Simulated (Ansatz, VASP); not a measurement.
Two plane-wave programs on Fe

The input INCAR:

```
SYSTEM = Fe
PREC = Accurate
ENCUT = 520
EDIFF = 1E-6
ISMEAR = -1
SIGMA = 0.1
LREAL = .False.
LASPH = .True.
NELM = 80
ALGO = Normal
ISIF = 2
LWAVE = .False.
LCHARG = .True.
GGA = RP
LELF = .True.
LVHAR = .True.
NBANDS = 15
```

Contents of KPOINTS:

```
Automatic mesh
0
Gamma
  16 16 9
  0 0 0
```

The input POSCAR:

```
Fe
1.0
    2.5115244898      0.0000000000      0.0000000000
   -1.2557622449      2.1750440103      0.0000000000
    0.0000000000      0.0000000000      3.9720773724
Fe
2
Direct
    0.3333333333      0.6666666667      0.2500000000
    0.6666666667      0.3333333333      0.7500000000
```

Input for Ansatz:

```yaml
crystal:
  lattice:
    - [2.5115244898, 0.0, 0.0]
    - [-1.2557622449, 2.1750440103, 0.0]
    - [0.0, 0.0, 3.9720773724]
  atoms:
    - { symbol: Fe, position: [0.3333333333, 0.6666666667, 0.25] }
    - { symbol: Fe, position: [0.6666666667, 0.3333333333, 0.75] }
hamiltonian:
  xc: rpbe
  pseudopotentials:
    kind: paw
    azcp:
      Fe: "pseudopotentials/Fe.paw.azcp"
basis:
  ecutwfc: 420
  fft_grid_basis: typed
kpoints:
  mp_grid: { grid: [16, 16, 9], shift: [0, 0, 0] }
magnetization:
  spin_polarized: false
scf:
  occupations: { method: fermi_dirac, width: 0.1 }
  lower_state_search: "off"
output:
  stress: true
```

Alike in both runs: task single point; functional RPBE; k mesh 16 × 16 × 9; occupations fermi-dirac, width 0.1 eV; no spin polarisation.

|  | VASP | Ansatz |
| --- | --- | --- |
| version | VASP 6.6.1 | Ansatz 0.2.0 |
| potentials or method | VASP PAW PBE potentials, release 64 (Fe), cutoff 520 eV | plane waves (420 eV) with PAW, scalar-relativistic |
| valence electrons in the cell | 16 | 32 |

```tsv
	VASP	Ansatz	Ansatz less VASP
pressure (GPa)	-10.0	-9.7	+0.32
traceless stress, the component that is largest in VASP (GPa)	-0.31	-0.18	+0.135
```

VASP's potentials were made for PBE, not for RPBE. VASP's potentials hold 16 valence electrons a cell and Ansatz's 32, so a difference there can come from the potentials and not from the codes.
